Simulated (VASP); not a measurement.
# ZrTi4 (Pm-3m) in VASP: density of states with PBE

Aim: the density of states of ZrTi4 with PBE.

All numbers are computed with VASP 6.6.1; they aren't measurements. Logs are shortened: lines on timing, memory, paths and dates and some standing lists are left out, and cuts for length are marked.

### 1 The cell of the first run

The structure is cubic, space group Pm-3m (No. 221). Conventional cell: a = 4.741 Å, b = 4.741 Å, c = 4.741 Å, α = 90.00°, β = 90.00°, γ = 90.00°. Within 3.1 Å of Zr (site symmetry m-3m) lie 6 Ti at 2.37 Å. Ti (site symmetry 4/mmm) has 2 Zr at 2.37 Å within 3.1 Å. Ti (site symmetry m-3m) has 12 Ti at 3.35 Å and 8 Zr at 4.11 Å within 4.4 Å.

### 2 Density of states, PBE

The input, POSCAR:

```
ZrTi4
1.0
    4.7414170961      0.0000000000      0.0000000000
    0.0000000000      4.7414170961      0.0000000000
    0.0000000000      0.0000000000      4.7414170961
Zr Ti
1 4
Direct
    0.5000000000      0.5000000000      0.5000000000
    0.0000000000      0.5000000000      0.5000000000
    0.5000000000      0.0000000000      0.5000000000
    0.5000000000      0.5000000000      0.0000000000
    0.0000000000      0.0000000000      0.0000000000
```

The input, INCAR.step1:

```
PREC = Accurate ; ENCUT = 520
EDIFF = 1E-7 ; ISMEAR = 0
SIGMA = 0.1 ; LREAL = F
LASPH = T ; NELM = 100
ALGO = Normal ; ISIF = 2
LWAVE = F ; LCHARG = T
LMAXMIX = 4 ; GGA = PE
NBANDS = 38
```

The input, KPOINTS.step1:

```
Automatic mesh
0
Gamma
  8 8 8
```

The input, INCAR.step2:

```
PREC = Accurate ; ENCUT = 520
EDIFF = 1E-7 ; ISMEAR = -5
SIGMA = 0.1 ; LREAL = F
LASPH = T ; NELM = 100
ALGO = Normal ; ISIF = 2
LWAVE = F ; LCHARG = F
LMAXMIX = 4 ; GGA = PE
LORBIT = 11 ; NBANDS = 38
NEDOS = 1001 ; ICHARG = 11
```

The input, KPOINTS.step2:

```
Automatic mesh
0
Gamma
  12 12 12
```

Potentials or basis: VASP PAW PBE potentials, release 64 (Zr_sv, Ti_sv).

Command:

```console
cat potpaw_PBE.64/Zr_sv/POTCAR potpaw_PBE.64/Ti_sv/POTCAR > POTCAR
cp INCAR.step1 INCAR
cp KPOINTS.step1 KPOINTS
mpirun -np 1 vasp_std > vasp.out
cp INCAR.step2 INCAR
cp KPOINTS.step2 KPOINTS
mpirun -np 1 vasp_std > vasp.out
```

OUTCAR:

```text
PREC = Accurate
   ENCUT = 520
   EDIFF = 1E-7
   ISMEAR = -5
   LREAL = F
   LASPH = T
   NELM = 100
   ISIF = 2
   GGA = PE
   LORBIT = 11
   ICHARG = 11

 ion  position               nearest neighbor table
   1  0.500  0.500  0.500-   2 2.37   3 2.37   4 2.37   4 2.37   3 2.37   2 2.37
   2  0.000  0.500  0.500-   1 2.37   1 2.37
   3  0.500  0.000  0.500-   1 2.37   1 2.37
   4  0.500  0.500  0.000-   1 2.37   1 2.37
   5  0.000  0.000  0.000-

  LATTYP: Found a simple cubic cell.
 ALAT       =     4.7414170961

  Lattice vectors:

 A1 = (   4.7414170961,   0.0000000000,   0.0000000000)
 A2 = (   0.0000000000,   4.7414170961,   0.0000000000)
 A3 = (   0.0000000000,   0.0000000000,   4.7414170961)

Analysis of symmetry for initial positions (statically):
=====================================================================
 Subroutine PRICEL returns:
 Original cell was already a primitive cell.

 Routine SETGRP: Setting up the symmetry group for a
 simple cubic supercell.

 Subroutine GETGRP returns: Found 48 space group operations
 (whereof 48 operations were pure point group operations)
 out of a pool of 48 trial point group operations.

The static configuration has the point symmetry O_h .

Analysis of symmetry for dynamics (positions and initial velocities):
=====================================================================
 Subroutine PRICEL returns:
 Original cell was already a primitive cell.

 Routine SETGRP: Setting up the symmetry group for a
 simple cubic supercell.

 Subroutine GETGRP returns: Found 48 space group operations
 (whereof 48 operations were pure point group operations)
 out of a pool of 48 trial point group operations.

The dynamic configuration has the point symmetry O_h .

 Subroutine INISYM returns: Found 48 space group operations
 (whereof 48 operations are pure point group operations),
 and found     1 'primitive' translations

----------------------------------------------------------------------------------------

                                     Primitive cell

  volume of cell :     106.5920

  direct lattice vectors                    reciprocal lattice vectors
     4.741417096  0.000000000  0.000000000     0.210907410  0.000000000  0.000000000
     0.000000000  4.741417096  0.000000000     0.000000000  0.210907410  0.000000000
[... 101 lines left out ...]
   POTIM  = 0.5000    time-step for ionic-motion
   TEBEG  =    0.0;   TEEND  =   0.0 temperature during run
   PSTRESS=    0.0 pullay stress
   NELECT =      60.0000    total number of electrons
   NUPDOWN=      -1.0000    fix difference up-down
   EMIN   =  10.00;   EMAX   =-10.00  energy-range for DOS
   EFERMI =   0.00;   METHOD = LEGACY
   ISMEAR =    -5;   SIGMA  =   0.10  broadening in eV -4-tet -1-fermi 0-gaus
   EFERMI_NEDOS =   21; number of points for ismear=-14 and -15
   IALGO  =     38    algorithm
   IMIX   =      4    mixing-type and parameters
     AMIX     =   0.40;   BMIX     =  1.00
     AMIX_MAG =   1.60;   BMIX_MAG =  1.00
  volume/ion in A,a.u.               =      21.32       143.86
  Fermi-wavevector in a.u.,A,eV,Ry     =   1.351711  2.554363 24.859502  1.827122
  Thomas-Fermi vector in A             =   2.479110
   LORBIT       =     11    0 simple, 1 ext, 2 COOP (PROOUT), +10 PAW based schemes
   GGA     = PE    functional components
   LHFCALC =     F    Hartree Fock is set to
   AEXX    =    0.0000 exact exchange contribution
   IVDW    =     0    specifies the selected vdW correction
   LEPSILON=     F    determine dielectric tensor
   LRPA    =     F    only Hartree local field effects (RPA)
 non-spin polarized calculation
 Fermi weights with tetrahedron method with Bloechl corrections
  energy-cutoff  :      520.00
  volume of cell :      106.59
 maximum number of plane-waves:      2898
 NGX is ok and might be reduce to    36

 number of electron      59.9999981 magnetization

 Free energy of the ion-electron system (eV)
  ---------------------------------------------------
  ext. energy  EPLUGINS =         0.00000000
  ---------------------------------------------------
  free energy    TOTEN  =       -34.13914293 eV

  energy without entropy =      -34.13914293  energy(sigma->0) =      -34.13914293

 E-fermi :   6.7903     XC(G=0): -10.5553

 val. band max:        6.8043681761   @ k =   0.5000   0.4167   0.1667
 cond. band min:       6.7905283316   @ k =   0.2500   0.2500   0.2500
 fundamental gap:     -0.0138398445
 Fermi energy:         6.7902813812

 k-point     1 :       0.0000    0.0000    0.0000
  band No.  band energies     occupation
      1     -50.7040      2.00000
      2     -50.1214      2.00000
      3     -50.0815      2.00000
      4     -50.0815      2.00000
      5     -40.6808      2.00000
      6     -26.9187      2.00000
[... 973 lines left out ...]
     37       8.0291      0.00000
     38       8.3083      0.00000

 [... further k-points ...]

------------------------ aborting loop because EDIFF is reached ----------------------------------------

  FORCE on cell =-STRESS in cart. coord.  units (eV):
  Direction    XX          YY          ZZ          XY          YZ          ZX
  --------------------------------------------------------------------------------------
  -------------------------------------------------------------------------------------
  Total        0.2254252      0.2254252      0.2254252      0.0000000      0.0000000      0.0000000
  in kB        3.3883523      3.3883523      3.3883523      0.0000000      0.0000000      0.0000000
  external PRESSURE =       3.3883523 kB  Pullay stress =       0.0000000 kB

 VOLUME and BASIS-vectors are now :
 -----------------------------------------------------------------------------
  energy-cutoff  :      520.00
  volume of cell :      106.59
      direct lattice vectors                 reciprocal lattice vectors
     4.741417096  0.000000000  0.000000000     0.210907410  0.000000000  0.000000000
     0.000000000  4.741417096  0.000000000     0.000000000  0.210907410  0.000000000
     0.000000000  0.000000000  4.741417096     0.000000000  0.000000000  0.210907410

 POSITION                                       TOTAL-FORCE (eV/Angst)
 -----------------------------------------------------------------------------------
      2.37071      2.37071      2.37071         0.000000      0.000000      0.000000
      0.00000      2.37071      2.37071         0.000000      0.000000      0.000000
      2.37071      0.00000      2.37071         0.000000      0.000000      0.000000
      2.37071      2.37071      0.00000         0.000000      0.000000      0.000000
      0.00000      0.00000      0.00000         0.000000      0.000000      0.000000
 -----------------------------------------------------------------------------------
    total drift:                                0.000000      0.000000      0.000000

  FREE ENERGIE OF THE ION-ELECTRON SYSTEM (eV)
  ---------------------------------------------------
  free  energy   TOTEN  =       -34.1391429269 eV

  energy  without entropy=      -34.1391429269  energy(sigma->0) =      -34.13914293

 total charge

# of ion       s       p       d       tot
------------------------------------------
    1        2.272   5.901   2.722  10.896
    2        2.223   6.074   2.035  10.332
    3        2.223   6.074   2.035  10.332
    4        2.223   6.074   2.035  10.332
    5        2.165   6.035   1.731   9.930
--------------------------------------------------
tot         11.106  30.158  10.559  51.823
```

OUTCAR.step1:

```text
PREC = Accurate
   ENCUT = 520
   EDIFF = 1E-7
   ISMEAR = 0
   LREAL = F
[... 1217 lines left out ...]
      0.00000      2.37071      2.37071         0.000000      0.000000      0.000000
      2.37071      0.00000      2.37071         0.000000      0.000000      0.000000
      2.37071      2.37071      0.00000         0.000000      0.000000      0.000000
      0.00000      0.00000      0.00000         0.000000      0.000000      0.000000
 -----------------------------------------------------------------------------------
    total drift:                                0.000000      0.000000      0.000000

  FREE ENERGIE OF THE ION-ELECTRON SYSTEM (eV)
  ---------------------------------------------------
  free  energy   TOTEN  =       -34.1769068402 eV

  energy  without entropy=      -34.1356024051  energy(sigma->0) =      -34.15625462
```

OSZICAR.step1:

```text
N       E                     dE             d eps       ncg     rms          rms(c)
DAV:   1     0.861064939689E+03    0.86106E+03   -0.30433E+04  2660   0.184E+03
[... 13 lines left out ...]
DAV:  15    -0.341769385489E+02   -0.51155E-04   -0.55576E-04  4068   0.901E-02    0.606E-02
DAV:  16    -0.341769150967E+02    0.23452E-04   -0.70451E-05  3694   0.540E-02    0.350E-02
DAV:  17    -0.341769090119E+02    0.60848E-05   -0.83448E-05  4200   0.353E-02    0.126E-02
DAV:  18    -0.341769070868E+02    0.19251E-05   -0.62589E-06  3644   0.126E-02    0.452E-03
DAV:  19    -0.341769069509E+02    0.13585E-06   -0.53474E-07  3274   0.355E-03    0.377E-03
DAV:  20    -0.341769068121E+02    0.13882E-06   -0.70302E-07  2800   0.315E-03    0.614E-04
DAV:  21    -0.341769068402E+02   -0.28085E-07   -0.34242E-08  1948   0.122E-03
   1 F= -.34176907E+02 E0= -.34156255E+02  d E =-.413044E-01
```

It took 3 min on 1 thread of Intel Xeon 6975P-C (Granite Rapids), shared host; peak memory 0.38 GiB.

Results:

- Valence electrons inside the program's atomic spheres: Zr 10.90; Ti 10.33, 9.93

Levels at points of the mesh, in eV from the Fermi level:
| k point | band 28 | band 29 | band 30 | band 31 | band 32 | band 33 |
| --- | --- | --- | --- | --- | --- | --- |
| (0.00, 0.00, 0.00) | -1.30 | -0.68 | 0.17 | 0.17 | 0.17 | 1.59 |
| (0.50, 0.00, 0.00) | -0.82 | -0.28 | -0.28 | -0.25 | 0.24 | 0.85 |
| (0.50, 0.50, 0.00) | -0.16 | -0.06 | 0.11 | 0.18 | 0.18 | 0.92 |
| (0.50, 0.50, 0.50) | 0.38 | 0.38 | 0.38 | 0.55 | 0.55 | 1.05 |

Caveat: tetrahedron occupations give inexact forces and stress in metals.
